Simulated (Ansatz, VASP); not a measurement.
# Ge in VASP and in Ansatz

```
Ge
1.0
     1.93586   -1.94272    0.00000
     1.93586    1.94272    0.00000
     0.00000    0.00000    5.31171
Ge
2
Direct
  0.00000 0.00000 0.74964
  0.00000 0.00000 0.25036
```

Alike in both runs: functional PBE; k mesh 6 × 6 × 4; occupations gaussian, width 0.1 eV; no spin polarisation.

Ansatz relaxed the structure, and its values are those at the end. VASP's run is a single point on that final structure, the one shown.

|  | VASP | Ansatz |
| --- | --- | --- |
| version | VASP 6.6.1 | Ansatz 0.2.0 |
| potentials or method | VASP PAW PBE potentials, release 64 (Ge_d), cutoff 520 eV | scalar-relativistic, plane waves, PAW |
| valence electrons in the cell | 28 | 28 |

|  | VASP | Ansatz | Ansatz less VASP |
| --- | --- | --- | --- |
| gap on the k mesh at the Fermi level (eV) | none | none | - |
| pressure (GPa) | -0.1 | 0.0 | +0.09 |
| rms of the force components (eV/Å) | 0.012 | 0.012 | 0.0000 |

A gap of «none» marks a metal or a gap that the smearing closes.

The k mesh is coarse, so the values compare programs but aren't converged.
